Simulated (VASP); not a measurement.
The system is ZrO2.

```
Zr O
1.0
     3.56669    0.00000    0.00000
     0.00000    3.56669    0.00000
     0.00000    0.00000    5.20320
Zr O
2 4
Direct
  0.00000 0.00000 0.00000
  0.50000 0.50000 0.50000
  0.00000 0.50000 0.30719
  0.00000 0.50000 0.80719
  0.50000 0.00000 0.69281
  0.50000 0.00000 0.19281
```

This cell differs from its parent crystal: equal strain along all axes, cell held: -1.5 %.

```yaml
Program: VASP 6.6.1
Task: relaxation of the atoms
Functional: PBE
Potentials_or_basis: VASP PAW PBE potentials, release 64 (Zr_sv, O)
Cutoff: 520 eV
k_mesh: 6 × 6 × 4
Occupations: gaussian, width 0.02 eV
Spin: no spin polarisation
```

At the start: pressure 11.7 GPa; volume 11.03 Å³/atom.

**Question.** How do energy, volume and symmetry change on relaxing?

**Answer.** Over 3 steps the energy falls by 4.7 meV/atom; space group P4_2/nmc (No. 137, to 0.1 Å) before and after.

The path:
| step | energy change (eV) | largest force (eV/Å) | pressure (GPa) |
| --- | --- | --- | --- |
| 1 | 0.0000 | 0.2910 | 11.72 |
| 2 | -0.0138 | 0.2015 | 10.90 |
| 3 | -0.0280 | 0.0026 | 8.92 |

Final structure:
```xyz
6
Lattice="3.5667 0.0000 0.0000 0.0000 3.5667 0.0000 0.0000 0.0000 5.2032" Properties=species:S:1:pos:R:3 pbc="T T T"
Zr    0.0000    0.0000    0.0000
Zr    1.7833    1.7833    2.6016
O     0.0000    1.7833    1.5471
O     0.0000    1.7833    4.1487
O     1.7833    0.0000    3.6561
O     1.7833    0.0000    1.0545
```

Caveat: the cell differs from its parent crystal (equal strain along all axes, cell held: -1.5 %).
